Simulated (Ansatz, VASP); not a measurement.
One calculation of Ti2In, two programs

```xyz
3
Lattice="5.0301 0.0000 0.0000 -2.5150 4.3562 0.0000 0.0000 0.0000 2.7492" Properties=species:S:1:pos:R:3 pbc="T T T"
Ti    0.0000    2.9041    1.3746
Ti    2.5150    1.4521    1.3746
In    0.0000    0.0000    1.3746
```

Alike in both runs: functional PBE; k mesh 6 × 6 × 4; occupations gaussian, width 0.1 eV; no spin polarisation.

Ansatz relaxed the structure, and its values are those at the end. VASP's run is a single point on that final structure, the one shown.

|  | VASP | Ansatz |
| --- | --- | --- |
| version | VASP 6.6.1 | Ansatz 0.2.0 |
| potentials or method | VASP PAW PBE potentials, release 64 (Ti_sv, In_d), cutoff 520 eV | scalar-relativistic, plane waves, PAW |
| valence electrons in the cell | 37 | 37 |

```csv
,VASP,Ansatz,Ansatz less VASP
gap on the k mesh at the Fermi level (eV),none,none,-
pressure (GPa),-0.1,-0.1,+0.01
```

A gap of «none» marks a metal or a gap that the smearing closes.

The k mesh is coarse, so the values compare programs but aren't converged.
